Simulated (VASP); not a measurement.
# CaO (Fm-3m) in VASP: notebook

The runs below take CaO through single point, with PBE.

Everything below comes from runs of VASP 6.6.1. Logs are shortened: lines on timing, memory, paths and dates and some standing lists are left out, and cuts for length are marked.

## 1. The cell of the first run

The structure is cubic, space group Fm-3m (No. 225). The conventional cell has a = 4.807 Å, b = 4.807 Å, c = 4.807 Å, α = 90.00°, β = 90.00°, γ = 90.00°. Within 3.2 Å of Ca (site symmetry m-3m) lie 6 O at 2.40 Å. O (site symmetry m-3m) has 6 Ca at 2.40 Å within 3.2 Å.

## 2. Single point, PBE

Contents of INCAR:

```
SYSTEM = CaO
  ALGO = Normal
  EDIFF = 1E-7
  ENCUT = 520
  GGA = PE
  ISIF = 2
  ISMEAR = 0
  LASPH = .TRUE.
  LCHARG = .TRUE.
  LELF = .TRUE.
  LREAL = .FALSE.
  LVHAR = .TRUE.
  LWAVE = .FALSE.
  NBANDS = 15
  NELM = 80
  PREC = Accurate
  SIGMA = 0.02
```

Contents of KPOINTS:

```
k-points
0
G
  10 10 10
  0 0 0
```

Contents of POSCAR:

```
CaO
1.0
    0.0000000000      2.4035556960      2.4035556960
    2.4035556960      0.0000000000      2.4035556960
    2.4035556960      2.4035556960      0.0000000000
Ca O
1 1
Direct
    0.0000000000      0.0000000000      0.0000000000
    0.5000000000      0.5000000000      0.5000000000
```

Potentials or basis: VASP PAW PBE potentials, release 64 (Ca_sv, O).

Started as:

```console
> cat potpaw_PBE.64/Ca_sv/POTCAR potpaw_PBE.64/O/POTCAR > POTCAR
> mpirun -np 1 vasp_std > vasp.out
```

OUTCAR:

```text
SYSTEM = CaO
   EDIFF = 1E-7
   ENCUT = 520
   GGA = PE
   ISIF = 2
   ISMEAR = 0
   LASPH = .TRUE.
   LREAL = .FALSE.
   NELM = 80
   PREC = Accurate

 ion  position               nearest neighbor table
   1  0.000  0.000  0.000-   2 2.40   2 2.40   2 2.40   2 2.40   2 2.40   2 2.40
   2  0.500  0.500  0.500-   1 2.40   1 2.40   1 2.40   1 2.40   1 2.40   1 2.40

  LATTYP: Found a face centered cubic cell.
 ALAT       =     4.8071113920

  Lattice vectors:

 A1 = (   0.0000000000,   2.4035556960,   2.4035556960)
 A2 = (   2.4035556960,   0.0000000000,   2.4035556960)
 A3 = (   2.4035556960,   2.4035556960,   0.0000000000)

Analysis of symmetry for initial positions (statically):
=====================================================================
 Subroutine PRICEL returns:
 Original cell was already a primitive cell.

 Routine SETGRP: Setting up the symmetry group for a
 face centered cubic supercell.

 Subroutine GETGRP returns: Found 48 space group operations
 (whereof 48 operations were pure point group operations)
 out of a pool of 48 trial point group operations.

The static configuration has the point symmetry O_h .

Analysis of symmetry for dynamics (positions and initial velocities):
=====================================================================
 Subroutine PRICEL returns:
 Original cell was already a primitive cell.

 Routine SETGRP: Setting up the symmetry group for a
 face centered cubic supercell.

 Subroutine GETGRP returns: Found 48 space group operations
 (whereof 48 operations were pure point group operations)
 out of a pool of 48 trial point group operations.

The dynamic configuration has the point symmetry O_h .

 Subroutine INISYM returns: Found 48 space group operations
 (whereof 48 operations are pure point group operations),
 and found     1 'primitive' translations

----------------------------------------------------------------------------------------

                                     Primitive cell

  volume of cell :      27.7711

  direct lattice vectors                    reciprocal lattice vectors
     0.000000000  2.403555696  2.403555696    -0.208025136  0.208025136  0.208025136
     2.403555696  0.000000000  2.403555696     0.208025136 -0.208025136  0.208025136
     2.403555696  2.403555696  0.000000000     0.208025136  0.208025136 -0.208025136

  length of vectors
     3.399141063  3.399141063  3.399141063     0.360310104  0.360310104  0.360310104

  position of ions in fractional coordinates (direct lattice)
     0.000000000  0.000000000  0.000000000
     0.500000000  0.500000000  0.500000000

  ion indices of the primitive-cell ions
   primitive index   ion index
                 1           1
                 2           2

----------------------------------------------------------------------------------------

 KPOINTS: k-points

Automatic generation of k-mesh.
 Grid dimensions read from file:
 generate k-points for:   10   10   10

 Generating k-lattice:

  Cartesian coordinates                     Fractional coordinates (reciprocal lattice)
    -0.020802514  0.020802514  0.020802514     0.100000000  0.000000000  0.000000000
     0.020802514 -0.020802514  0.020802514     0.000000000  0.100000000  0.000000000
     0.020802514  0.020802514 -0.020802514     0.000000000  0.000000000  0.100000000

  Length of vectors
     0.036031010  0.036031010  0.036031010

  Shift w.r.t. Gamma in fractional coordinates (k-lattice)
     0.000000000  0.000000000  0.000000000

 Subroutine IBZKPT returns following result:
 ===========================================

 Found     47 irreducible k-points:

 Following reciprocal coordinates:
            Coordinates               Weight
  0.000000  0.000000  0.000000      1.000000
  0.100000  0.000000  0.000000      8.000000
  0.200000  0.000000  0.000000      8.000000
  0.300000  0.000000  0.000000      8.000000
  0.400000  0.000000  0.000000      8.000000
  0.500000  0.000000  0.000000      4.000000
[... 16 lines left out ...]
  0.300000  0.300000  0.000000      6.000000
  0.400000  0.300000  0.000000     24.000000
 [... further k-points ...]
   k-points           NKPTS =     47   k-points in BZ     NKDIM =     47   number of bands    NBANDS=     15
   number of dos      NEDOS =    301   number of ions     NIONS =      2
   total plane-waves  NPLWV =  21952
   dimension x,y,z NGX =    28 NGY =   28 NGZ =   28
   dimension x,y,z NGXF=    56 NGYF=   56 NGZF=   56
   ions per type =               1   1
   NGX,Y,Z   is equivalent  to a cutoff of  13.69, 13.69, 13.69 a.u.
   NGXF,Y,Z  is equivalent  to a cutoff of  27.39, 27.39, 27.39 a.u.
 SYSTEM =  CaO
   PREC   = accura    normal or accurate (medium, high low for compatibility)
   ISTART =      0    job   : 0-new  1-cont  2-samecut
   ICHARG =      2    charge: 1-file 2-atom 10-const
   ISPIN  =      1    spin polarized calculation?
   LNONCOLLINEAR =      F non collinear calculations
   LSORBIT =      F    spin-orbit coupling
   LASPH  =      T    aspherical Exc in radial PAW
   ENCUT  =  520.0 eV  38.22 Ry    6.18 a.u.   6.32  6.32  6.32*2*pi/ulx,y,z
   NELM   =     80;   NELMIN=  2; NELMDL= -5     # of ELM steps
   EDIFF  = 0.1E-06   stopping-criterion for ELM
   LREAL  =      F    real-space projection
   EDIFFG = 0.1E-05   stopping-criterion for IOM
   NSW    =      0    number of steps for IOM
   IBRION =     -1    ionic relax: 0-MD 1-quasi-New 2-CG
   NFREE  =      0    steps in history (QN), initial steepest desc. (CG)
   ISIF   =      2    stress and relaxation
   ISYM   =      2    0-nonsym 1-usesym 2-fastsym
   POTIM  = 0.5000    time-step for ionic-motion
   TEBEG  =    0.0;   TEEND  =   0.0 temperature during run
   PSTRESS=    0.0 pullay stress
   NELECT =      16.0000    total number of electrons
   NUPDOWN=      -1.0000    fix difference up-down
   EMIN   =  10.00;   EMAX   =-10.00  energy-range for DOS
   EFERMI =   0.00;   METHOD = LEGACY
   ISMEAR =     0;   SIGMA  =   0.02  broadening in eV -4-tet -1-fermi 0-gaus
   EFERMI_NEDOS =   21; number of points for ismear=-14 and -15
   IALGO  =     38    algorithm
   IMIX   =      4    mixing-type and parameters
     AMIX     =   0.40;   BMIX     =  1.00
     AMIX_MAG =   1.60;   BMIX_MAG =  1.00
  volume/ion in A,a.u.               =      13.89        93.70
  Fermi-wavevector in a.u.,A,eV,Ry     =   1.362231  2.574243 25.247954  1.855672
  Thomas-Fermi vector in A             =   2.488738
   LORBIT       =      0    0 simple, 1 ext, 2 COOP (PROOUT), +10 PAW based schemes
   GGA     = PE    functional components
   LHFCALC =     F    Hartree Fock is set to
   AEXX    =    0.0000 exact exchange contribution
   IVDW    =     0    specifies the selected vdW correction
   LEPSILON=     F    determine dielectric tensor
   LRPA    =     F    only Hartree local field effects (RPA)
 non-spin polarized calculation
 Gauss-broadening in eV      SIGMA  =   0.02
  energy-cutoff  :      520.00
  volume of cell :       27.77
 maximum number of plane-waves:       763
 NGX is ok and might be reduce to    28
   NGX = 13   NGY = 13   NGZ = 13

 number of electron      15.9999997 magnetization

 Free energy of the ion-electron system (eV)
  ---------------------------------------------------
  ext. energy  EPLUGINS =         0.00000000
  ---------------------------------------------------
  free energy    TOTEN  =       -12.80137717 eV

  energy without entropy =      -12.80137717  energy(sigma->0) =      -12.80137717

 E-fermi :   2.4403     XC(G=0): -10.4734

 val. band max:        2.3469328852   @ k =   0.0000   0.0000   0.0000
 cond. band min:       5.9829681159   @ k =   0.5000   0.5000   0.0000
 fundamental gap:      3.6360352307
 Fermi energy:         2.4403413838

 k-point     1 :       0.0000    0.0000    0.0000
  band No.  band energies     occupation
      1     -35.2911      2.00000
      2     -16.0553      2.00000
      3     -16.0553      2.00000
      4     -16.0553      2.00000
      5     -13.1844      2.00000
      6       2.3469      2.00000
      7       2.3469      2.00000
      8       2.3469      2.00000
      9       7.0567      0.00000
     10       8.5718      0.00000
     11       8.5718      0.00000
     12       8.5718      0.00000
     13      10.0747      0.00000
     14      10.0747      0.00000
     15      17.4165      0.00000

 k-point     2 :       0.1000    0.0000    0.0000
  band No.  band energies     occupation
      1     -35.2814      2.00000
      2     -16.1961      2.00000
      3     -16.0606      2.00000
      4     -16.0606      2.00000
      5     -13.0369      2.00000
      6       1.9863      2.00000
      7       2.2078      2.00000
      8       2.2078      2.00000
      9       7.5143      0.00000
     10       8.5387      0.00000
     11       8.7427      0.00000
     12       8.7427      0.00000
     13      10.3147      0.00000
     14      10.3147      0.00000
     15      17.8134      0.00000

 k-point     3 :       0.2000    0.0000    0.0000
  band No.  band energies     occupation
      1     -35.2559      2.00000
      2     -16.5153      2.00000
      3     -16.0741      2.00000
      4     -16.0741      2.00000
      5     -12.6990      2.00000
      6       1.2161      2.00000
      7       1.8742      2.00000
      8       1.8742      2.00000
      9       8.4467      0.00000
     10       8.6760      0.00000
     11       9.2147      0.00000
     12       9.2147      0.00000
     13      10.9369      0.00000
     14      10.9369      0.00000
     15      18.3852      0.00000
[... 343 lines left out ...]
 k-point    23 :       0.3000    0.3000    0.0000
  band No.  band energies     occupation
      1     -35.2034      2.00000
      2     -16.6373      2.00000
      3     -16.2044      2.00000
      4     -16.2044      2.00000
      5     -12.6631      2.00000
      6       0.6086      2.00000
      7       2.0055      2.00000
      8       2.0055      2.00000
      9       6.6865      0.00000
     10       9.4128      0.00000
     11      10.8007      0.00000
     12      10.9155      0.00000
     13      10.9155      0.00000
     14      12.7548      0.00000
     15      19.5578      0.00000

 k-point    24 :       0.4000    0.3000    0.0000
  band No.  band energies     occupation
      1     -35.1835      2.00000
      2     -16.6988      2.00000
      3     -16.2543      2.00000
      4     -16.2272      2.00000
      5     -12.6657      2.00000
      6       0.6707      2.00000
      7       1.7934      2.00000
      8       1.8934      2.00000
      9       6.6523      0.00000
     10       9.9894      0.00000
     11      11.1212      0.00000
     12      11.2060      0.00000
     13      11.3436      0.00000
     14      13.1497      0.00000
     15      17.9186      0.00000

 [... further k-points ...]

------------------------ aborting loop because EDIFF is reached ----------------------------------------

  FORCE on cell =-STRESS in cart. coord.  units (eV):
  Direction    XX          YY          ZZ          XY          YZ          ZX
  --------------------------------------------------------------------------------------
  -------------------------------------------------------------------------------------
  Total        0.3816349      0.3816349      0.3816349      0.0000000     -0.0000000      0.0000000
  in kB       22.0174021     22.0174021     22.0174021      0.0000000     -0.0000000      0.0000000
  external PRESSURE =      22.0174021 kB  Pullay stress =       0.0000000 kB

 VOLUME and BASIS-vectors are now :
 -----------------------------------------------------------------------------
  energy-cutoff  :      520.00
  volume of cell :       27.77
      direct lattice vectors                 reciprocal lattice vectors
     0.000000000  2.403555696  2.403555696    -0.208025136  0.208025136  0.208025136
     2.403555696  0.000000000  2.403555696     0.208025136 -0.208025136  0.208025136
     2.403555696  2.403555696  0.000000000     0.208025136  0.208025136 -0.208025136

 POSITION                                       TOTAL-FORCE (eV/Angst)
 -----------------------------------------------------------------------------------
      0.00000      0.00000      0.00000        -0.000000      0.000000      0.000000
      2.40356      2.40356      2.40356         0.000000     -0.000000     -0.000000
 -----------------------------------------------------------------------------------
    total drift:                                0.000000      0.000000      0.000000

  FREE ENERGIE OF THE ION-ELECTRON SYSTEM (eV)
  ---------------------------------------------------
  free  energy   TOTEN  =       -12.8013771704 eV

  energy  without entropy=      -12.8013771704  energy(sigma->0) =      -12.80137717
```

Run time: 16 s. Hardware: 1 thread of Intel Xeon Platinum 8375C at 2.90GHz (Ice Lake), shared host; peak memory 0.16 GiB.

What came out:

* Free energy: -12.8014 eV
* Pressure: 2.2 GPa
* Band gap on the k mesh: 3.64 eV, indirect (least direct gap 4.01 eV)

Levels at points of the mesh, in eV from the valence-band top:
| k point | band 5 | band 6 | band 7 | band 8 | band 9 | band 10 | band 11 | band 12 |
| --- | --- | --- | --- | --- | --- | --- | --- | --- |
| (0.00, 0.00, 0.00) | -15.53 | 0.00 | 0.00 | 0.00 | 4.71 | 6.22 | 6.22 | 6.22 |
| (0.50, 0.00, 0.00) | -14.34 | -2.64 | -1.20 | -1.20 | 7.05 | 8.35 | 8.35 | 8.50 |
| (0.50, 0.50, 0.00) | -15.29 | -1.30 | -0.37 | -0.37 | 3.64 | 8.04 | 8.89 | 9.53 |

## 3. Single point, PBE

Contents of INCAR:

```
SYSTEM = CaO
PREC = Accurate
ENCUT = 520
EDIFF = 1E-7
ISMEAR = 0
SIGMA = 0.020999999999999998
LREAL = .False.
LASPH = .True.
NELM = 80
ALGO = Normal
ISIF = 2
LWAVE = .False.
LCHARG = .True.
GGA = PE
LELF = .True.
LVHAR = .True.
NBANDS = 15
```

Contents of KPOINTS:

```
regular mesh
0
Gamma
  10 10 10
  0 0 0
```

POSCAR is that of step 2.

Potentials or basis: VASP PAW PBE potentials, release 64 (Ca_sv, O).

Started as:

```console
> cat potpaw_PBE.64/Ca_sv/POTCAR potpaw_PBE.64/O/POTCAR > POTCAR
> mpirun -np 1 vasp_std > vasp.out
```

Run time: 16 s. Hardware: 1 thread of Intel Xeon Platinum 8375C at 2.90GHz (Ice Lake), shared host; peak memory 0.16 GiB.

Results (log left out):

| Quantity | Value |
| --- | --- |
| Free energy | -12.8014 eV |
| Pressure | 2.2 GPa |
| Band gap on the k mesh | 3.64 eV, indirect (least direct gap 4.01 eV) |

Levels at points of the mesh, in eV from the valence-band top:
| k point | band 6 | band 7 | band 8 | band 9 | band 10 | band 11 |
| --- | --- | --- | --- | --- | --- | --- |
| (0.00, 0.00, 0.00) | 0.00 | 0.00 | 0.00 | 4.71 | 6.22 | 6.22 |
| (0.50, 0.00, 0.00) | -2.64 | -1.20 | -1.20 | 7.05 | 8.35 | 8.35 |
| (0.50, 0.50, 0.00) | -1.30 | -0.37 | -0.37 | 3.64 | 8.04 | 8.89 |

## 4. Single point, PBE

Contents of INCAR:

```
ALGO = Normal
EDIFF = 1E-6
ENCUT = 520
GGA = PE
ISIF = 2
ISMEAR = 0
LASPH = T
LCHARG = F
LREAL = F
LWAVE = F
NBANDS = 15
NELM = 80
PREC = Accurate
SIGMA = 0.023
```

Contents of KPOINTS:

```
k-points
0
Gamma
  10 10 10
```

POSCAR is that of step 3.

Potentials or basis: VASP PAW PBE potentials, release 64 (Ca_sv, O).

Started as:

```console
> cat potpaw_PBE.64/Ca_sv/POTCAR potpaw_PBE.64/O/POTCAR > POTCAR
> mpirun -np 1 vasp_std > vasp.out
```

OUTCAR:

```text
EDIFF = 1E-6
   ENCUT = 520
   GGA = PE
   ISIF = 2
   ISMEAR = 0
   LASPH = T
   LREAL = F
   NELM = 80
   PREC = Accurate

 ion  position               nearest neighbor table
   1  0.000  0.000  0.000-   2 2.40   2 2.40   2 2.40   2 2.40   2 2.40   2 2.40
   2  0.500  0.500  0.500-   1 2.40   1 2.40   1 2.40   1 2.40   1 2.40   1 2.40

  LATTYP: Found a face centered cubic cell.
 ALAT       =     4.8071113920

  Lattice vectors:

[... 619 lines left out ...]

------------------------ aborting loop because EDIFF is reached ----------------------------------------

  FORCE on cell =-STRESS in cart. coord.  units (eV):
  Direction    XX          YY          ZZ          XY          YZ          ZX
  --------------------------------------------------------------------------------------
  -------------------------------------------------------------------------------------
  Total        0.3769269      0.3769269      0.3769269      0.0000000      0.0000000      0.0000000
  in kB       21.7457874     21.7457874     21.7457874      0.0000000      0.0000000      0.0000000
  external PRESSURE =      21.7457874 kB  Pullay stress =       0.0000000 kB

 VOLUME and BASIS-vectors are now :
 -----------------------------------------------------------------------------
  energy-cutoff  :      520.00
  volume of cell :       27.77
      direct lattice vectors                 reciprocal lattice vectors
     0.000000000  2.403555696  2.403555696    -0.208025136  0.208025136  0.208025136
     2.403555696  0.000000000  2.403555696     0.208025136 -0.208025136  0.208025136
     2.403555696  2.403555696  0.000000000     0.208025136  0.208025136 -0.208025136

 POSITION                                       TOTAL-FORCE (eV/Angst)
 -----------------------------------------------------------------------------------
      0.00000      0.00000      0.00000         0.000000      0.000000      0.000000
      2.40356      2.40356      2.40356        -0.000000     -0.000000     -0.000000
 -----------------------------------------------------------------------------------
    total drift:                                0.000000      0.000000      0.000000

  FREE ENERGIE OF THE ION-ELECTRON SYSTEM (eV)
  ---------------------------------------------------
  free  energy   TOTEN  =       -12.8013770496 eV

  energy  without entropy=      -12.8013770496  energy(sigma->0) =      -12.80137705
```

It took 15 s on 1 thread of Intel Xeon Platinum 8375C at 2.90GHz (Ice Lake), shared host; peak memory 0.17 GiB.

Results:

- Free energy: -12.8014 eV
- Pressure: 2.2 GPa
- Band gap on the k mesh: 3.64 eV, indirect (least direct gap 4.01 eV)

Levels at points of the mesh, in eV from the valence-band top:
```csv
k point,band 5,band 6,band 7,band 8,band 9,band 10,band 11,band 12
"(0.00, 0.00, 0.00)",-15.53,0.00,0.00,0.00,4.71,6.22,6.22,6.22
"(0.50, 0.00, 0.00)",-14.34,-2.64,-1.20,-1.20,7.05,8.35,8.35,8.50
"(0.50, 0.50, 0.00)",-15.29,-1.30,-0.37,-0.37,3.64,8.04,8.89,9.53
```

## 5. Single point, PBE

Contents of INCAR:

```
PREC = Accurate
ENCUT = 520
EDIFF = 1E-6
ISMEAR = 0
SIGMA = 0.024
LREAL = F
LASPH = T
NELM = 60
ALGO = Normal
ISIF = 2
LWAVE = F
LCHARG = F
GGA = PE
NBANDS = 15
```

Contents of KPOINTS:

```
regular mesh
0
Gamma
  10 10 10
```

POSCAR is that of step 4.

Started as:

```console
> cat potpaw_PBE.64/Ca_sv/POTCAR potpaw_PBE.64/O/POTCAR > POTCAR
> mpirun -np 1 vasp_std > vasp.out
```

Run time: 18 s. Hardware: 1 thread of Intel Xeon Platinum 8375C at 2.90GHz (Ice Lake), shared host; peak memory 0.16 GiB.

It converged, with:

```yaml
Free_energy: -12.8014 eV
Pressure: 2.2 GPa
Band_gap_on_the_k_mesh: 3.64 eV, indirect (least direct gap 4.01 eV)
```

Levels at points of the mesh, in eV from the valence-band top:
```tsv
k point	band 6	band 7	band 8	band 9	band 10	band 11
(0.00, 0.00, 0.00)	0.00	0.00	0.00	4.71	6.22	6.22
(0.50, 0.00, 0.00)	-2.64	-1.20	-1.20	7.05	8.35	8.35
(0.50, 0.50, 0.00)	-1.30	-0.37	-0.37	3.64	8.04	8.89
```

(Part 1 of 2 ends here.)
